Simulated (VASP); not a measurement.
Wanted: the native input for a VASP 6.6.1 run.

| Quantity | Value |
| --- | --- |
| Task | single point |
| Functional | PBE |
| Potentials or basis | VASP PAW PBE potentials, release 64 (Pt, S) |
| Cutoff | 520 eV |
| k mesh | 3 × 3 × 1 |
| Occupations | gaussian, width 0.1 eV |
| Spin | collinear spin, ferromagnetic start |
| Starting moments | [4.0, 0.0, 0.0] μB |
| Dipole correction | no |
| Further INCAR settings | ALGO = Normal; EDIFF = 1e-06; NBANDS = 22 |

The structure of PtS2 lies in POSCAR:

```
PtS2
1.0
    3.5431994758      0.0000000000      0.0000000000
   -1.7715997379      3.0685007567      0.0000000000
    0.0000000000      0.0000000000      5.0388000000
Pt S
1 2
Direct
    0.0000000000      0.0000000000      0.0000000000
    0.3333333333      0.6666666667      0.2500000000
    0.6666666667      0.3333333333      0.7500000000
```

One way to write it, as run:

INCAR

```
ALGO = Normal ; EDIFF = 1E-6
ENCUT = 520 ; GGA = PE
ISIF = 2 ; ISMEAR = 0
ISPIN = 2 ; LASPH = True
LCHARG = False ; LMAXMIX = 4
LORBIT = 11 ; LREAL = False
LWAVE = False ; MAGMOM = 4 0 0
NBANDS = 22 ; NELM = 150
PREC = Accurate ; SIGMA = 0.1
```

KPOINTS

```
k-points
0
Gamma
  3 3 1
```

Potentials or basis: VASP PAW PBE potentials, release 64 (Pt, S).

Launch:

```sh
$ cat potpaw_PBE.64/Pt/POTCAR potpaw_PBE.64/S/POTCAR > POTCAR
$ mpirun -np 1 vasp_std > vasp.out
```

It gave:

The pressure is 0.4 GPa, the largest force is 0.513 eV/Å and the band gap on the k mesh is 0.52 eV, indirect (least direct gap 1.74 eV). The net moment is 0.00 μB per cell and the valence electrons inside the program's atomic spheres are Pt 9.39; S 3.63.

Caveat: the k points lie up to 1.25 Å⁻¹ apart; spin-orbit coupling is left out, which moves the levels of the heavy elements.

Wall time 17 s on 1 thread of AMD EPYC 7R43 64-Core Processor (Zen 3), with other jobs on the host, peak memory 0.16 GiB.
